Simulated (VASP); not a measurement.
# Al4N5 in VASP: notebook

Al4N5 is run at these levels: PBE; tasks: single point.

Everything below comes from runs of VASP 6.6.1. Logs are shortened: lines on timing, memory, paths and dates and some standing lists are left out, and cuts for length are marked.

**1. The cell of the first run**

The cell holds a slab with vacuum, 9 atoms: a = 3.130 Å, b = 3.130 Å, c = 25.062 Å, α = 90.00°, β = 90.00°, γ = 120.00°.

**2. Single point, PBE, collinear spin**

INCAR reads:

```
SYSTEM = Al4N5
ALGO = Normal
DIPOL = 0.5 0.5 0.356
EDIFF = 1E-6
ENCUT = 520
GGA = PE
IDIPOL = 3
ISIF = 2
ISMEAR = 0
ISPIN = 2
LASPH = .True.
LCHARG = .False.
LDIPOL = .True.
LORBIT = 11
LREAL = .False.
LWAVE = .False.
MAGMOM = 0 0 0 0 3 0 0 0 0
NBANDS = 32
NELM = 150
PREC = Accurate
SIGMA = 0.05
```

KPOINTS reads:

```
k-points
0
Gamma
  9 9 1
  0 0 0
```

POSCAR reads:

```
Al4N5
1.0
    3.1297683445      0.0000000000      0.0000000000
   -1.5648841723      2.7104588943      0.0000000000
    0.0000000000      0.0000000000     25.0621509606
N Al
5 4
Direct
    0.3333333333      0.6666666667      0.1596032203
    0.6666666667      0.3333333333      0.2597004396
    0.3333333333      0.6666666667      0.3620561642
    0.6666666667      0.3333333333      0.4610505141
    0.6666666667      0.6666666667      0.6277254887
    0.6666666667      0.3333333333      0.1833176549
    0.3333333333      0.6666666667      0.2834148742
    0.6666666667      0.3333333333      0.3814237064
    0.3333333333      0.6666666667      0.4812895341
```

Potentials or basis: VASP PAW PBE potentials, release 64 (N, Al).

Run with:

```sh
$ cat potpaw_PBE.64/N/POTCAR potpaw_PBE.64/Al/POTCAR > POTCAR
$ mpirun -np 1 vasp_std > vasp.out
```

OUTCAR:

```text
SYSTEM = Al4N5
   EDIFF = 1E-6
   ENCUT = 520
   GGA = PE
   ISIF = 2
   ISMEAR = 0
   ISPIN = 2
   LASPH = .True.
   LORBIT = 11
   LREAL = .False.
   NELM = 150
   PREC = Accurate

 ion  position               nearest neighbor table
   1  0.333  0.667  0.160-   6 1.90   6 1.90   6 1.90
   2  0.667  0.333  0.260-   7 1.90   7 1.90   7 1.90   6 1.91
   3  0.333  0.667  0.362-   8 1.87   8 1.87   8 1.87   7 1.97
   4  0.667  0.333  0.461-   9 1.88   9 1.88   9 1.88   8 2.00
   5  0.667  0.667  0.628-
   6  0.667  0.333  0.183-   1 1.90   1 1.90   1 1.90   2 1.91   7 3.09   7 3.09   7 3.09
   7  0.333  0.667  0.283-   2 1.90   2 1.90   2 1.90   3 1.97   8 3.05   8 3.05   8 3.05   6 3.09
                             6 3.09   6 3.09
   8  0.667  0.333  0.381-   3 1.87   3 1.87   3 1.87   4 2.00   7 3.05   7 3.05   7 3.05   9 3.09
                             9 3.09   9 3.09
   9  0.333  0.667  0.481-   4 1.88   4 1.88   4 1.88   8 3.09   8 3.09   8 3.09

  LATTYP: Found a hexagonal cell.
 ALAT       =     3.1297683445
 C/A-ratio  =     8.0076696426

  Lattice vectors:

 A1 = (   3.1297683445,   0.0000000000,   0.0000000000)
 A2 = (  -1.5648841723,   2.7104588943,   0.0000000000)
 A3 = (   0.0000000000,   0.0000000000,  25.0621509606)

Analysis of symmetry for initial positions (statically):
=====================================================================
 Subroutine PRICEL returns:
 Original cell was already a primitive cell.

 Routine SETGRP: Setting up the symmetry group for a
 hexagonal supercell.

 Subroutine GETGRP returns: Found  1 space group operations
 (whereof  1 operations were pure point group operations)
 out of a pool of 24 trial point group operations.

The static configuration has the point symmetry C_1 .

Analysis of symmetry for dynamics (positions and initial velocities):
=====================================================================
 Subroutine PRICEL returns:
 Original cell was already a primitive cell.

 Routine SETGRP: Setting up the symmetry group for a
 hexagonal supercell.

 Subroutine GETGRP returns: Found  1 space group operations
 (whereof  1 operations were pure point group operations)
 out of a pool of 24 trial point group operations.

The dynamic configuration has the point symmetry C_1 .

Analysis of structural, dynamic, and magnetic symmetry:
=====================================================================
 Subroutine PRICEL returns:
 Original cell was already a primitive cell.

 Routine SETGRP: Setting up the symmetry group for a
 hexagonal supercell.

 Subroutine GETGRP returns: Found  1 space group operations
 (whereof  1 operations were pure point group operations)
 out of a pool of 24 trial point group operations.

The overall configuration has the point symmetry C_1 .

 Subroutine INISYM returns: Found  1 space group operations
 (whereof  1 operations are pure point group operations),
 and found     1 'primitive' translations

----------------------------------------------------------------------------------------

                                     Primitive cell

  volume of cell :     212.6049

  direct lattice vectors                    reciprocal lattice vectors
     3.129768344  0.000000000  0.000000000     0.319512465  0.184470608  0.000000000
    -1.564884172  2.710458894  0.000000000     0.000000000  0.368941216  0.000000000
     0.000000000  0.000000000 25.062150961     0.000000000  0.000000000  0.039900805

  length of vectors
     3.129768344  3.129768345 25.062150961     0.368941216  0.368941216  0.039900805

  position of ions in fractional coordinates (direct lattice)
     0.333333333  0.666666667  0.159603220
     0.666666667  0.333333333  0.259700440
     0.333333333  0.666666667  0.362056164
     0.666666667  0.333333333  0.461050514
     0.666666667  0.666666667  0.627725489
     0.666666667  0.333333333  0.183317655
     0.333333333  0.666666667  0.283414874
     0.666666667  0.333333333  0.381423706
     0.333333333  0.666666667  0.481289534

  ion indices of the primitive-cell ions
   primitive index   ion index
                 1           1
                 2           2
                 3           3
                 4           4
                 5           5
[... 71 lines left out ...]
   LNONCOLLINEAR =      F non collinear calculations
   LSORBIT =      F    spin-orbit coupling
   LASPH  =      T    aspherical Exc in radial PAW
   ENCUT  =  520.0 eV  38.22 Ry    6.18 a.u.   5.82  5.82 46.60*2*pi/ulx,y,z
   NELM   =    150;   NELMIN=  2; NELMDL= -5     # of ELM steps
   EDIFF  = 0.1E-05   stopping-criterion for ELM
   LREAL  =      F    real-space projection
   EDIFFG = 0.1E-04   stopping-criterion for IOM
   NSW    =      0    number of steps for IOM
   IBRION =     -1    ionic relax: 0-MD 1-quasi-New 2-CG
   NFREE  =      0    steps in history (QN), initial steepest desc. (CG)
   ISIF   =      2    stress and relaxation
   ISYM   =      2    0-nonsym 1-usesym 2-fastsym
   POTIM  = 0.5000    time-step for ionic-motion
   TEBEG  =    0.0;   TEEND  =   0.0 temperature during run
   PSTRESS=    0.0 pullay stress
   NELECT =      37.0000    total number of electrons
   NUPDOWN=      -1.0000    fix difference up-down
   EMIN   =  10.00;   EMAX   =-10.00  energy-range for DOS
   EFERMI =   0.00;   METHOD = LEGACY
   ISMEAR =     0;   SIGMA  =   0.05  broadening in eV -4-tet -1-fermi 0-gaus
   EFERMI_NEDOS =   21; number of points for ismear=-14 and -15
   IALGO  =     38    algorithm
   IMIX   =      4    mixing-type and parameters
     AMIX     =   0.40;   BMIX     =  1.00
     AMIX_MAG =   1.60;   BMIX_MAG =  1.00
  volume/ion in A,a.u.               =      23.62       159.41
  Fermi-wavevector in a.u.,A,eV,Ry     =   0.914010  1.727228 11.366502  0.835414
  Thomas-Fermi vector in A             =   2.038588
   LORBIT       =     11    0 simple, 1 ext, 2 COOP (PROOUT), +10 PAW based schemes
   GGA     = PE    functional components
   LHFCALC =     F    Hartree Fock is set to
   AEXX    =    0.0000 exact exchange contribution
   IVDW    =     0    specifies the selected vdW correction
   LEPSILON=     F    determine dielectric tensor
   LRPA    =     F    only Hartree local field effects (RPA)
 spin polarized calculation
 Gauss-broadening in eV      SIGMA  =   0.05
  energy-cutoff  :      520.00
  volume of cell :      212.60
 maximum number of plane-waves:      5756
   NGX = 11   NGY = 11   NGZ = 93

 dipolmoment           0.000000      0.000000      0.046042 electrons x Angstroem

 number of electron      36.9999994 magnetization       2.5209845

 dipolmoment           0.000000      0.000000     -0.079934 electrons x Angstroem

 Free energy of the ion-electron system (eV)
  ---------------------------------------------------
  ext. energy  EPLUGINS =         0.00000000
  ---------------------------------------------------
  free energy    TOTEN  =       -58.98016057 eV

  energy without entropy =      -58.97398914  energy(sigma->0) =      -58.97707485

 E-fermi :  -0.3373     XC(G=0):  -5.7528

 val. band max:       -0.3427493697   @ k =   0.0000   0.0000   0.0000
 cond. band min:      -0.3064785806   @ k =   0.4444   0.1111   0.0000
 fundamental gap:      0.0362707891
 Fermi energy:        -0.3372800030

 spin component 1

 k-point     1 :       0.0000    0.0000    0.0000
  band No.  band energies     occupation
      1     -18.1811      1.00000
      2     -17.1347      1.00000
      3     -15.8555      1.00000
      4     -14.7305      1.00000
      5     -13.4921      1.00000
      6      -8.3386      1.00000
[... 781 lines left out ...]
     29       7.5101      0.00000
     30       8.0216      0.00000

 [... further k-points ...]

 spin component 2

 k-point     1 :       0.0000    0.0000    0.0000
  band No.  band energies     occupation
      1     -18.2491      1.00000
      2     -17.1718      1.00000
      3     -15.8593      1.00000
      4     -13.4559      1.00000
      5     -10.5762      1.00000
      6      -8.4645      1.00000
[... 781 lines left out ...]
     29       7.4577      0.00000
     30       7.9930      0.00000

 [... further k-points ...]

 [bands above 30 left out]

------------------------ aborting loop because EDIFF is reached ----------------------------------------

 vacuum level on the upper side and lower side of the slab       (xc-potential included)        -0.836         0.834

  FORCE on cell =-STRESS in cart. coord.  units (eV):
  Direction    XX          YY          ZZ          XY          YZ          ZX
  --------------------------------------------------------------------------------------
  -------------------------------------------------------------------------------------
  Total        0.4152780      0.3843983     -2.2887455      0.0177177      0.0098545     -0.0710725
  in kB        3.1295087      2.8968008    -17.2478403      0.1335192      0.0742628     -0.5355982
  external PRESSURE =      -3.7405102 kB  Pullay stress =       0.0000000 kB

 VOLUME and BASIS-vectors are now :
 -----------------------------------------------------------------------------
  energy-cutoff  :      520.00
  volume of cell :      212.60
      direct lattice vectors                 reciprocal lattice vectors
     3.129768344  0.000000000  0.000000000     0.319512465  0.184470608  0.000000000
    -1.564884172  2.710458894  0.000000000     0.000000000  0.368941216  0.000000000
     0.000000000  0.000000000 25.062150961     0.000000000  0.000000000  0.039900805

 POSITION                                       TOTAL-FORCE (eV/Angst)
 -----------------------------------------------------------------------------------
     -0.00000      1.80697      4.00000        -0.000299      0.000119      2.063383
      1.56488      0.90349      6.50865         0.000665     -0.000056      2.017909
     -0.00000      1.80697      9.07391         0.000375      0.001116      0.049839
      1.56488      0.90349     11.55492         0.004657      0.000881      0.096572
      1.04326      1.80697     15.73215        -0.017266      0.004801     -0.355341
      1.56488      0.90349      4.59433         0.000069      0.000083     -2.702194
     -0.00000      1.80697      7.10299         0.000078      0.000271     -1.414857
      1.56488      0.90349      9.55930         0.000938      0.000479      0.031114
     -0.00000      1.80697     12.06215         0.010783     -0.007695      0.213574
 -----------------------------------------------------------------------------------
    total drift:                               -0.000072      0.000026      0.000247

  FREE ENERGIE OF THE ION-ELECTRON SYSTEM (eV)
  ---------------------------------------------------
  free  energy   TOTEN  =       -58.9801605735 eV

  energy  without entropy=      -58.9739891360  energy(sigma->0) =      -58.97707485

 vacuum level on the upper side and lower side of the slab         5.647         7.350

 total charge

# of ion       s       p       d       tot
------------------------------------------
    1        1.256   2.440   0.000   3.696
    2        1.232   2.607   0.000   3.839
    3        1.226   2.634   0.000   3.860
    4        1.236   2.604   0.000   3.840
    5        1.361   1.925   0.000   3.286
    6        0.370   0.425   0.000   0.795
    7        0.362   0.424   0.000   0.786
    8        0.368   0.434   0.000   0.802
    9        0.380   0.384   0.000   0.764
--------------------------------------------------
tot          7.791  13.878   0.000  21.669

 magnetization (x)

# of ion       s       p       d       tot
------------------------------------------
    1        0.000   0.023   0.000   0.024
    2       -0.000  -0.002   0.000  -0.002
    3       -0.001  -0.005   0.000  -0.005
    4       -0.013  -0.050   0.000  -0.062
    5        0.042   1.833   0.000   1.874
    6       -0.001   0.001   0.000   0.001
    7       -0.000  -0.000   0.000  -0.000
    8       -0.002  -0.004   0.000  -0.006
    9       -0.015  -0.023   0.000  -0.038
--------------------------------------------------
tot          0.011   1.775   0.000   1.785
```

Wall time 9.9 min (1 thread of Intel Xeon 6975P-C (Granite Rapids), shared host); peak memory 0.64 GiB.

Results:

```
Free energy                                           : -58.9802 eV
Largest force                                         : 2.702 eV/Å
Net moment                                            : 2.52 μB per cell
Site moments                                          : N +0.02, -0.00, -0.01, -0.06, +1.87; Al +0.00, -0.00, -0.01, -0.04 μB
Valence electrons inside the program's atomic spheres : N 3.70, 3.84, 3.86, 3.29 (each value once); Al 0.80, 0.79, 0.76 (each value once)
```

Forces in eV/Å, atoms in the order of the input:
```
N    0.000  0.000  2.063
N    0.001  0.000  2.018
N    0.000  0.001  0.050
N    0.005  0.001  0.097
N   -0.017  0.005 -0.355
Al   0.000  0.000 -2.702
Al   0.000  0.000 -1.415
Al   0.001  0.000  0.031
Al   0.011 -0.008  0.214
```

**3. Single point, PBE, collinear spin**

INCAR reads:

```
SYSTEM = Al4N5
PREC = Accurate ; ENCUT = 520
EDIFF = 1E-6 ; ISMEAR = 0
SIGMA = 0.05 ; LREAL = .FALSE.
LASPH = .TRUE. ; NELM = 150
ALGO = Normal ; ISIF = 2
LWAVE = .FALSE. ; LCHARG = .TRUE.
ISPIN = 2 ; MAGMOM = 0 0 0 0 3 0 0 0 0
LORBIT = 11 ; LDIPOL = .TRUE.
IDIPOL = 3 ; DIPOL = 0.5 0.5 0.350
GGA = PE ; LELF = .TRUE.
LVHAR = .TRUE. ; LVACPOTAV = .TRUE.
NBANDS = 32
```

KPOINTS reads:

```
Automatic mesh
0
G
  9 9 1
  0 0 0
```

POSCAR, as its differences from that of step 2:

```diff
@@ -12,3 +12,3 @@
     0.6666666667      0.3333333333      0.4610505141
-    0.6666666667      0.6666666667      0.6277254887
+    0.6666666667      0.6666666667      0.5798445227
     0.6666666667      0.3333333333      0.1833176549
```

Potentials or basis: VASP PAW PBE potentials, release 64 (N, Al).

Run with:

```sh
$ cat potpaw_PBE.64/N/POTCAR potpaw_PBE.64/Al/POTCAR > POTCAR
$ mpirun -np 1 vasp_std > vasp.out
```

It took 50 min on 1 thread of Oxide Virtual Turin-like, shared host; peak memory 0.61 GiB.

The run converged. Its results:

```yaml
Free_energy: -59.9425 eV
Largest_force: 2.504 eV/Å
Net_moment: 2.39 μB per cell
Site_moments: N -0.03, +0.00, +0.02, +1.62 (each value once); Al -0.00, +0.00, -0.01 (each value once) μB
Valence_electrons_inside_the_program's_atomic_spheres: N 3.70, 3.84, 3.86, 3.30 (each value once); Al 0.80, 0.79, 0.75 (each value once)
```

Forces on the atoms (eV/Å):
```
N    0.000  0.000  1.980
N    0.000  0.000  1.655
N    0.000  0.000 -0.354
N    0.050 -0.053 -0.176
N   -0.313  0.066 -1.364
Al   0.000  0.000 -2.504
Al   0.000  0.000 -1.063
Al   0.006 -0.003  0.476
Al   0.257 -0.011  1.348
```

Levels at points of the mesh, in eV from the Fermi level:
Spin up:
| k point | band 16 | band 17 | band 18 | band 19 | band 20 | band 21 | band 22 | band 23 | band 24 | band 25 |
| --- | --- | --- | --- | --- | --- | --- | --- | --- | --- | --- |
| (0.00, 0.00, 0.00) | -0.74 | -0.65 | -0.49 | 0.14 | 0.14 | 1.87 | 3.55 | 4.79 | 5.26 | 6.43 |
Spin down:
```
           k point  band 15  band 16  band 17  band 18  band 19  band 20
(0.00, 0.00, 0.00)    -0.78    -0.26     0.06     0.06     2.48     3.10
```

**4. Single point, PBE, collinear spin**

INCAR reads:

```
SYSTEM = Al4N5
PREC     = Accurate       ! precision mode
ENCUT    = 520            ! plane-wave cutoff, eV
EDIFF    = 1E-6           ! SCF threshold, eV
ISMEAR   = 0              ! smearing method
SIGMA    = 0.05           ! smearing width, eV
LREAL    = .FALSE.        ! projectors in reciprocal space
LASPH    = .TRUE.         ! aspherical terms in the spheres
NELM     = 150            ! most SCF steps
ALGO     = Normal         ! electronic algorithm
ISIF     = 2              ! what is computed and relaxed
LWAVE    = .FALSE.        ! write WAVECAR
LCHARG   = .FALSE.        ! write CHGCAR
ISPIN    = 2              ! spin polarisation
MAGMOM   = 0 0 0 0 3 0 0 0 0 ! initial moments
LORBIT   = 11             ! projections on sites
LDIPOL   = .TRUE.       
IDIPOL   = 3            
DIPOL    = 0.5 0.5 0.344
GGA      = PE             ! functional
NBANDS   = 32             ! bands
```

KPOINTS is that of step 3.

POSCAR, as its differences from that of step 3:

```diff
@@ -12,3 +12,3 @@
     0.6666666667      0.3333333333      0.4610505141
-    0.6666666667      0.6666666667      0.5798445227
+    0.6666666667      0.6666666667      0.5219883553
     0.6666666667      0.3333333333      0.1833176549
```

Run with:

```sh
$ cat potpaw_PBE.64/N/POTCAR potpaw_PBE.64/Al/POTCAR > POTCAR
$ mpirun -np 1 vasp_std > vasp.out
```

Run time: 35 min. Hardware: 1 thread of Oxide Virtual Turin-like, shared host; peak memory 0.61 GiB.

The run converged. Its results:

- Free energy: -58.5854 eV
- Largest force: 18.589 eV/Å
- Net moment: -0.19 μB per cell
- Site moments: N -0.34, -0.02, -0.00, +0.02, +0.26; Al +0.00, -0.00 (each value once) μB
- Valence electrons inside the program's atomic spheres: N 3.70, 3.84, 3.86, 3.81 (each value once); Al 0.80, 0.79, 1.06 (each value once)

Forces on the atoms (eV/Å):
```
N     0.000   0.000   2.308
N     0.002  -0.002   1.416
N    -0.030   0.084  -0.709
N    -0.226   0.672  -1.571
N    14.885  -1.463  11.038
Al    0.000   0.000  -2.797
Al   -0.004   0.017  -0.797
Al   -0.175   0.298   0.869
Al  -14.452   0.393  -9.756
```

Levels at points of the mesh, in eV from the Fermi level:
Spin up:
```
           k point  band 15  band 16  band 17  band 18  band 19  band 20  band 21  band 22
(0.00, 0.00, 0.00)    -1.21    -0.62    -0.29    -0.10    -0.10     1.73     3.10     4.45
```
Spin down:
```
           k point  band 15  band 16  band 17  band 18  band 19  band 20  band 21  band 22  band 23  band 24
(0.00, 0.00, 0.00)    -1.50    -0.79    -0.39    -0.39     0.40     1.88     3.07     4.38     4.69     5.85
```

**5. Overview**

| cell | gap on the mesh (eV) | moment (μB) | largest force (eV/Å) |
| --- | --- | --- | --- |
| as given, atomic positions A | none | 2.52 | 2.70 |
| as given, atomic positions B | none | 2.39 | 2.50 |
| as given, atomic positions C | none | 0.19 | 18.59 |

Alike in all rows: task single point; level PBE; potentials or basis VASP PAW PBE potentials, release 64 (N, Al); spin collinear; k mesh 9 × 9 × 1; cutoff (eV) 520; smearing gaussian 0.05 eV.

Absolute energies hang on the potentials; compare differences alone.

The gap in the log of VASP goes by the Fermi energy; the results here count the filled bands.